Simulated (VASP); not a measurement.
A run of VASP 6.6.1:

Contents of INCAR:

```
PREC = Accurate
ENCUT = 520
EDIFF = 1E-6
ISMEAR = 0
SIGMA = 0.05
LREAL = F
LASPH = T
NELM = 60
ALGO = Normal
ISIF = 2
LWAVE = F
LCHARG = F
LDIPOL = T
IDIPOL = 3
DIPOL = 0.5 0.5 0.415
GGA = PE
IVDW = 12
NBANDS = 48
```

KPOINTS

```
Automatic mesh
0
Gamma
  9 9 1
```

Contents of POSCAR:

```
InSe
1.0
    4.0266103962      0.0000000000      0.0000000000
   -2.0133051981      3.4871468942      0.0000000000
    0.0000000000      0.0000000000     28.2707105020
Se In
4 4
Direct
    0.0000000000      0.0000000000      0.1591753415
    0.0000000000      0.0000000000      0.3496677330
    0.1111111111      0.2222222222      0.4808989590
    0.1111111111      0.2222222222      0.6713913504
    0.6666666667      0.3333333333      0.2049979890
    0.6666666667      0.3333333333      0.3038451602
   -0.5555555556     -0.1111111111      0.5267216065
   -0.5555555556     -0.1111111111      0.6255687776
```

Potentials or basis: VASP PAW PBE potentials, release 64 (Se, In_d).

Launch:

```bash
$ cat potpaw_PBE.64/Se/POTCAR potpaw_PBE.64/In_d/POTCAR > POTCAR
$ mpirun -np 1 vasp_std > vasp.out
```

Hardware: 1 thread of AMD EPYC 7R13 Processor (Zen 3) (shared host).

**Question.** How long does it take, and how much memory?

**Answer.** Run time: 9.9 min on 1 thread of AMD EPYC 7R13 Processor (Zen 3) (shared host), peak memory 0.63 GiB. Counts: scf iterations 23, k points 25.
